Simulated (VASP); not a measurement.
Crystal: Rb2BrCl.

```
CELL_PARAMETERS angstrom
2.35183 1.35783 7.68104
-2.35183 1.35783 7.68104
0.00000 -2.71566 7.68104
ATOMIC_POSITIONS crystal
Cl 0.00000 0.00000 0.00000
Br 0.50000 0.50000 0.50000
Rb 0.25000 0.25000 0.25000
Rb 0.75000 0.75000 0.75000
```

| Property | Result |
| --- | --- |
| Program | VASP 6.6.1 |
| Task | relaxation of cell and atoms |
| Functional | PBE |
| Potentials or basis | VASP PAW PBE potentials, release 64 (Cl, Br, Rb_sv) |
| Cutoff | 600 eV |
| k mesh | 6 × 6 × 6 |
| Occupations | fermi-dirac, width 0.02 eV |
| Spin | no spin polarisation |

At the start: pressure 1.6 GPa; volume 36.79 Å³/atom.

**Question.** How do energy, volume and symmetry change on relaxing?

**Answer.** Over 11 steps the energy falls by 22.5 meV/atom and the volume is 40.38 Å³/atom (+9.7 %); space group R-3m (No. 166, to 0.1 Å) before and after.

The path:
```csv
step,energy change (eV),largest force (eV/Å),pressure (GPa),volume (Å³)
1,0.0000,0.3038,1.62,147.17
2,-0.0628,0.2164,0.63,155.23
3,-0.0797,0.1387,-0.20,164.57
4,-0.0803,0.1495,-0.09,163.14
5,-0.0803,0.1520,-0.07,162.81
6,-0.0829,0.1297,-0.05,162.52
7,-0.0883,0.0627,0.00,161.66
8,-0.0872,0.0748,0.12,159.96
9,-0.0898,0.0074,0.04,160.94
10,-0.0898,0.0037,0.04,160.90
11,-0.0899,0.0009,0.00,161.50
```

Final structure:
```
Cl Br Rb
1.0
     2.42404    1.39952    7.93421
    -2.42404    1.39952    7.93421
     0.00000   -2.79904    7.93421
Cl Br Rb
1 1 2
Cartesian
  0.0000 0.0000 0.0000
  0.0000 0.0000 11.9013
  0.0000 0.0000 6.0403
  0.0000 0.0000 17.7623
```
